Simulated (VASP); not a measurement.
# RbBr (F-43m) in VASP: notebook

RbBr is run at these levels: PBE, r2SCAN; tasks: single point.

Program: VASP 6.6.1. These are calculated values, not measurements. Logs are shortened: lines on timing, memory, paths and dates and some standing lists are left out, and cuts for length are marked.

## (1) The cell of the first run

Symmetry: F-43m, No. 216, cubic system. Conventional cell: a = 7.739 Å, b = 7.739 Å, c = 7.739 Å, α = 90.00°, β = 90.00°, γ = 90.00°. Within 4.4 Å of Rb (site symmetry -43m) lie 4 Br at 3.35 Å. Br (site symmetry -43m) has 4 Rb at 3.35 Å within 4.4 Å.

## (2) Single point, PBE

INCAR reads:

```
PREC = Accurate ; ENCUT = 520
EDIFF = 1E-6 ; ISMEAR = 0
SIGMA = 0.01 ; LREAL = F
LASPH = T ; NELM = 100
ALGO = Normal ; ISIF = 2
LWAVE = F ; LCHARG = F
GGA = PE ; NBANDS = 15
```

KPOINTS reads:

```
Automatic mesh
0
Gamma
  4 4 4
```

POSCAR reads:

```
RbBr
1.0
    0.0000000000      3.8694966421      3.8694966421
    3.8694966421      0.0000000000      3.8694966421
    3.8694966421      3.8694966421      0.0000000000
Rb Br
1 1
Direct
    0.0000000000      0.0000000000      0.0000000000
    0.2500000000      0.2500000000      0.2500000000
```

Potentials or basis: VASP PAW PBE potentials, release 64 (Rb_sv, Br).

On the command line:

```sh
cat potpaw_PBE.64/Rb_sv/POTCAR potpaw_PBE.64/Br/POTCAR > POTCAR
mpirun -np 1 vasp_std > vasp.out
```

OUTCAR:

```text
PREC = Accurate
   ENCUT = 520
   EDIFF = 1E-6
   ISMEAR = 0
   LREAL = F
   LASPH = T
   NELM = 100
   ISIF = 2
   GGA = PE

 ion  position               nearest neighbor table
   1  0.000  0.000  0.000-   2 3.35   2 3.35   2 3.35   2 3.35
   2  0.250  0.250  0.250-   1 3.35   1 3.35   1 3.35   1 3.35

  LATTYP: Found a face centered cubic cell.
 ALAT       =     7.7389932842

  Lattice vectors:

 A1 = (   0.0000000000,   3.8694966421,   3.8694966421)
 A2 = (   3.8694966421,   0.0000000000,   3.8694966421)
 A3 = (   3.8694966421,   3.8694966421,   0.0000000000)

Analysis of symmetry for initial positions (statically):
=====================================================================
 Subroutine PRICEL returns:
 Original cell was already a primitive cell.

 Routine SETGRP: Setting up the symmetry group for a
 face centered cubic supercell.

 Subroutine GETGRP returns: Found 24 space group operations
 (whereof 24 operations were pure point group operations)
 out of a pool of 48 trial point group operations.

The static configuration has the point symmetry T_d .

Analysis of symmetry for dynamics (positions and initial velocities):
=====================================================================
 Subroutine PRICEL returns:
 Original cell was already a primitive cell.

 Routine SETGRP: Setting up the symmetry group for a
 face centered cubic supercell.

 Subroutine GETGRP returns: Found 24 space group operations
 (whereof 24 operations were pure point group operations)
 out of a pool of 48 trial point group operations.

The dynamic configuration has the point symmetry T_d .

 Subroutine INISYM returns: Found 24 space group operations
 (whereof 24 operations are pure point group operations),
 and found     1 'primitive' translations

----------------------------------------------------------------------------------------

                                     Primitive cell

  volume of cell :     115.8760

  direct lattice vectors                    reciprocal lattice vectors
     0.000000000  3.869496642  3.869496642    -0.129215773  0.129215773  0.129215773
     3.869496642  0.000000000  3.869496642     0.129215773 -0.129215773  0.129215773
     3.869496642  3.869496642  0.000000000     0.129215773  0.129215773 -0.129215773

  length of vectors
     5.472294631  5.472294631  5.472294631     0.223808284  0.223808284  0.223808284

  position of ions in fractional coordinates (direct lattice)
     0.000000000  0.000000000  0.000000000
     0.250000000  0.250000000  0.250000000

  ion indices of the primitive-cell ions
   primitive index   ion index
                 1           1
                 2           2

----------------------------------------------------------------------------------------

 KPOINTS: Automatic mesh

Automatic generation of k-mesh.
 Grid dimensions read from file:
 generate k-points for:    4    4    4

 Generating k-lattice:

  Cartesian coordinates                     Fractional coordinates (reciprocal lattice)
    -0.032303943  0.032303943  0.032303943     0.250000000  0.000000000  0.000000000
     0.032303943 -0.032303943  0.032303943     0.000000000  0.250000000  0.000000000
     0.032303943  0.032303943 -0.032303943     0.000000000  0.000000000  0.250000000

  Length of vectors
     0.055952071  0.055952071  0.055952071

  Shift w.r.t. Gamma in fractional coordinates (k-lattice)
     0.000000000  0.000000000  0.000000000

 Subroutine IBZKPT returns following result:
 ===========================================

 Found      8 irreducible k-points:

 Following reciprocal coordinates:
            Coordinates               Weight
  0.000000  0.000000  0.000000      1.000000
  0.250000  0.000000  0.000000      8.000000
  0.500000  0.000000  0.000000      4.000000
  0.250000  0.250000  0.000000      6.000000
  0.500000  0.250000  0.000000     24.000000
 -0.250000  0.250000  0.000000     12.000000
  0.500000  0.500000  0.000000      3.000000
 -0.250000  0.500000  0.250000      6.000000
   k-points           NKPTS =      8   k-points in BZ     NKDIM =      8   number of bands    NBANDS=     15
   number of dos      NEDOS =    301   number of ions     NIONS =      2
   total plane-waves  NPLWV =  74088
   dimension x,y,z NGX =    42 NGY =   42 NGZ =   42
   dimension x,y,z NGXF=    84 NGYF=   84 NGZF=   84
   ions per type =               1   1
   NGX,Y,Z   is equivalent  to a cutoff of  12.76, 12.76, 12.76 a.u.
   NGXF,Y,Z  is equivalent  to a cutoff of  25.52, 25.52, 25.52 a.u.
 SYSTEM =  unknown system
   PREC   = accura    normal or accurate (medium, high low for compatibility)
   ISTART =      0    job   : 0-new  1-cont  2-samecut
   ICHARG =      2    charge: 1-file 2-atom 10-const
   ISPIN  =      1    spin polarized calculation?
   LNONCOLLINEAR =      F non collinear calculations
   LSORBIT =      F    spin-orbit coupling
   LASPH  =      T    aspherical Exc in radial PAW
   ENCUT  =  520.0 eV  38.22 Ry    6.18 a.u.  10.17 10.17 10.17*2*pi/ulx,y,z
   NELM   =    100;   NELMIN=  2; NELMDL= -5     # of ELM steps
   EDIFF  = 0.1E-05   stopping-criterion for ELM
   LREAL  =      F    real-space projection
   EDIFFG = 0.1E-04   stopping-criterion for IOM
   NSW    =      0    number of steps for IOM
   IBRION =     -1    ionic relax: 0-MD 1-quasi-New 2-CG
   NFREE  =      0    steps in history (QN), initial steepest desc. (CG)
   ISIF   =      2    stress and relaxation
   ISYM   =      2    0-nonsym 1-usesym 2-fastsym
   POTIM  = 0.5000    time-step for ionic-motion
   TEBEG  =    0.0;   TEEND  =   0.0 temperature during run
   PSTRESS=    0.0 pullay stress
   NELECT =      16.0000    total number of electrons
   NUPDOWN=      -1.0000    fix difference up-down
   EMIN   =  10.00;   EMAX   =-10.00  energy-range for DOS
   EFERMI =   0.00;   METHOD = LEGACY
   ISMEAR =     0;   SIGMA  =   0.01  broadening in eV -4-tet -1-fermi 0-gaus
   EFERMI_NEDOS =   21; number of points for ismear=-14 and -15
   IALGO  =     38    algorithm
   IMIX   =      4    mixing-type and parameters
     AMIX     =   0.40;   BMIX     =  1.00
     AMIX_MAG =   1.60;   BMIX_MAG =  1.00
  volume/ion in A,a.u.               =      57.94       390.98
  Fermi-wavevector in a.u.,A,eV,Ry     =   0.846156  1.599003  9.741495  0.715980
  Thomas-Fermi vector in A             =   1.961458
   LORBIT       =      0    0 simple, 1 ext, 2 COOP (PROOUT), +10 PAW based schemes
   GGA     = PE    functional components
   LHFCALC =     F    Hartree Fock is set to
   AEXX    =    0.0000 exact exchange contribution
   IVDW    =     0    specifies the selected vdW correction
   LEPSILON=     F    determine dielectric tensor
   LRPA    =     F    only Hartree local field effects (RPA)
 non-spin polarized calculation
 Gauss-broadening in eV      SIGMA  =   0.01
  energy-cutoff  :      520.00
  volume of cell :      115.88
 maximum number of plane-waves:      3142
 NGX is ok and might be reduce to    42
   NGX = 21   NGY = 21   NGZ = 21

 number of electron      15.9999998 magnetization

 Free energy of the ion-electron system (eV)
  ---------------------------------------------------
  ext. energy  EPLUGINS =         0.00000000
  ---------------------------------------------------
  free energy    TOTEN  =        -5.92750069 eV

  energy without entropy =       -5.92750069  energy(sigma->0) =       -5.92750069

 E-fermi :  -3.0237     XC(G=0):  -5.7334

 val. band max:       -3.0806954228   @ k =   0.5000   0.5000   0.0000
 cond. band min:       0.9940302558   @ k =   0.0000   0.0000   0.0000
 fundamental gap:      4.0747256786
 Fermi energy:        -3.0237247883

 k-point     1 :       0.0000    0.0000    0.0000
  band No.  band energies     occupation
      1     -27.6700      2.00000
      2     -14.9548      2.00000
      3     -11.7770      2.00000
      4     -11.7770      2.00000
      5     -11.7770      2.00000
      6      -3.1687      2.00000
      7      -3.1687      2.00000
      8      -3.1687      2.00000
      9       0.9940      0.00000
     10       5.0772      0.00000
     11       5.0772      0.00000
     12       6.0422      0.00000
     13       6.0422      0.00000
     14       6.0422      0.00000
     15       7.0472      0.00000

 k-point     2 :       0.2500    0.0000    0.0000
  band No.  band energies     occupation
      1     -27.6690      2.00000
      2     -14.9770      2.00000
      3     -11.7831      2.00000
      4     -11.7831      2.00000
      5     -11.7528      2.00000
      6      -3.2955      2.00000
      7      -3.1450      2.00000
      8      -3.1450      2.00000
      9       1.8033      0.00000
     10       4.7234      0.00000
     11       4.7234      0.00000
     12       5.1075      0.00000
     13       5.9898      0.00000
     14       6.5162      0.00000
     15       6.5162      0.00000

 k-point     3 :       0.5000    0.0000    0.0000
  band No.  band energies     occupation
      1     -27.6679      2.00000
      2     -14.9987      2.00000
      3     -11.7892      2.00000
      4     -11.7892      2.00000
      5     -11.7300      2.00000
      6      -3.3787      2.00000
      7      -3.1225      2.00000
      8      -3.1225      2.00000
      9       3.1903      0.00000
     10       3.4020      0.00000
     11       4.7247      0.00000
     12       4.7247      0.00000
     13       6.1046      0.00000
     14       6.1046      0.00000
     15       6.6271      0.00000

 k-point     4 :       0.2500    0.2500    0.0000
  band No.  band energies     occupation
      1     -27.6686      2.00000
      2     -14.9843      2.00000
      3     -11.7918      2.00000
      4     -11.7918      2.00000
      5     -11.7313      2.00000
      6      -3.3510      2.00000
      7      -3.1262      2.00000
      8      -3.1262      2.00000
      9       2.0732      0.00000
     10       3.8089      0.00000
     11       5.3695      0.00000
     12       5.5641      0.00000
     13       6.3285      0.00000
     14       6.3285      0.00000
     15       6.9142      0.00000

 k-point     5 :       0.5000    0.2500    0.0000
  band No.  band energies     occupation
      1     -27.6676      2.00000
      2     -15.0056      2.00000
      3     -11.8112      2.00000
      4     -11.7979      2.00000
      5     -11.6952      2.00000
      6      -3.3767      2.00000
      7      -3.1568      2.00000
      8      -3.1017      2.00000
      9       2.9967      0.00000
     10       3.6189      0.00000
     11       4.5943      0.00000
     12       5.1874      0.00000
     13       6.3447      0.00000
     14       6.4178      0.00000
     15       6.6218      0.00000

 k-point     6 :      -0.2500    0.2500    0.0000
  band No.  band energies     occupation
      1     -27.6679      2.00000
      2     -14.9985      2.00000
      3     -11.8110      2.00000
      4     -11.7892      2.00000
      5     -11.7078      2.00000
      6      -3.3236      2.00000
      7      -3.1855      2.00000
      8      -3.1201      2.00000
      9       2.7293      0.00000
     10       4.0813      0.00000
     11       4.5269      0.00000
     12       4.5964      0.00000
     13       6.3242      0.00000
     14       6.6463      0.00000
     15       6.7688      0.00000

 k-point     7 :       0.5000    0.5000    0.0000
  band No.  band energies     occupation
      1     -27.6672      2.00000
      2     -15.0127      2.00000
      3     -11.8065      2.00000
      4     -11.8065      2.00000
      5     -11.6872      2.00000
      6      -3.4736      2.00000
      7      -3.0807      2.00000
      8      -3.0807      2.00000
      9       2.8392      0.00000
     10       3.6502      0.00000
     11       5.3427      0.00000
     12       5.8691      0.00000
     13       5.9665      0.00000
     14       5.9665      0.00000
     15       6.4267      0.00000

 k-point     8 :      -0.2500    0.5000    0.2500
  band No.  band energies     occupation
      1     -27.6672      2.00000
      2     -15.0124      2.00000
      3     -11.8181      2.00000
      4     -11.8069      2.00000
      5     -11.6759      2.00000
      6      -3.3367      2.00000
      7      -3.2232      2.00000
      8      -3.0818      2.00000
      9       2.9727      0.00000
     10       3.6434      0.00000
     11       5.2777      0.00000
     12       5.4309      0.00000
     13       5.6966      0.00000
     14       5.9619      0.00000
     15       6.9193      0.00000

------------------------ aborting loop because EDIFF is reached ----------------------------------------

  FORCE on cell =-STRESS in cart. coord.  units (eV):
  Direction    XX          YY          ZZ          XY          YZ          ZX
  --------------------------------------------------------------------------------------
  -------------------------------------------------------------------------------------
  Total        0.1344749      0.1344749      0.1344749      0.0000000      0.0000000      0.0000000
  in kB        1.8593379      1.8593379      1.8593379      0.0000000      0.0000000      0.0000000
  external PRESSURE =       1.8593379 kB  Pullay stress =       0.0000000 kB

 VOLUME and BASIS-vectors are now :
 -----------------------------------------------------------------------------
  energy-cutoff  :      520.00
  volume of cell :      115.88
      direct lattice vectors                 reciprocal lattice vectors
     0.000000000  3.869496642  3.869496642    -0.129215773  0.129215773  0.129215773
     3.869496642  0.000000000  3.869496642     0.129215773 -0.129215773  0.129215773
     3.869496642  3.869496642  0.000000000     0.129215773  0.129215773 -0.129215773

 POSITION                                       TOTAL-FORCE (eV/Angst)
 -----------------------------------------------------------------------------------
      0.00000      0.00000      0.00000        -0.000000     -0.000000     -0.000000
      1.93475      1.93475      1.93475         0.000000      0.000000      0.000000
 -----------------------------------------------------------------------------------
    total drift:                                0.000000      0.000000      0.000000

  FREE ENERGIE OF THE ION-ELECTRON SYSTEM (eV)
  ---------------------------------------------------
  free  energy   TOTEN  =        -5.9275006912 eV

  energy  without entropy=       -5.9275006912  energy(sigma->0) =       -5.92750069
```

It took 17 s on 1 thread of AMD EPYC 7R43 (Zen 3), shared host; peak memory 0.21 GiB.

Results:

| Quantity | Value |
| --- | --- |
| Free energy | -5.9275 eV |
| Pressure | 0.2 GPa |
| Band gap on the k mesh | 4.07 eV (least direct gap 4.16 eV) |

A k mesh can miss the band edges.

## (3) Single point, r2SCAN

POSCAR is that of step 2.

INCAR.step1 reads:

```
SYSTEM = RbBr
PREC = Accurate ; ENCUT = 520
ISMEAR = 0 ; SIGMA = 0.01
LREAL = .FALSE. ; LASPH = .TRUE.
NELM = 60 ; NBANDS = 15
GGA = PE ; ALGO = Normal
EDIFF = 1E-4 ; LWAVE = .TRUE.
LCHARG = .FALSE.
```

INCAR.step2 reads:

```
SYSTEM = RbBr
PREC = Accurate ; ENCUT = 520
EDIFF = 1E-7 ; ISMEAR = 0
SIGMA = 0.01 ; LREAL = .FALSE.
LASPH = .TRUE. ; NELM = 60
ALGO = Normal ; ISIF = 2
LWAVE = .FALSE. ; LCHARG = .FALSE.
METAGGA = R2SCAN ; LMIXTAU = .TRUE.
NBANDS = 15 ; ISTART = 1
```

KPOINTS reads:

```
Automatic mesh
0
G
  4 4 4
  0 0 0
```

Potentials or basis: VASP PAW PBE potentials, release 64 (Rb_sv, Br).

On the command line:

```sh
cat potpaw_PBE.64/Rb_sv/POTCAR potpaw_PBE.64/Br/POTCAR > POTCAR
cp INCAR.step1 INCAR
mpirun -np 1 vasp_std > vasp.out
cp INCAR.step2 INCAR
mpirun -np 1 vasp_std > vasp.out
```

Wall time 84 s (1 thread of AMD EPYC 7R43 (Zen 3), shared host); peak memory 0.25 GiB.

Results (log left out):

| Quantity | Value |
| --- | --- |
| Free energy | -30.8790 eV |
| Pressure | 0.0 GPa |
| Band gap on the k mesh | 4.65 eV (least direct gap 4.73 eV) |

Levels at points of the mesh, in eV from the valence-band top:
```csv
k point,band 6,band 7,band 8,band 9,band 10,band 11
"(0.00, 0.00, 0.00)",-0.09,-0.09,-0.09,4.65,8.89,8.89
"(0.50, 0.00, 0.00)",-0.28,-0.04,-0.04,6.94,6.96,8.47
"(0.50, 0.50, 0.00)",-0.37,0.00,0.00,6.40,7.29,9.38
```

Caveat: the PAW data sets were made with another functional, which shifts forces and pressure a little. A k mesh can miss the band edges.
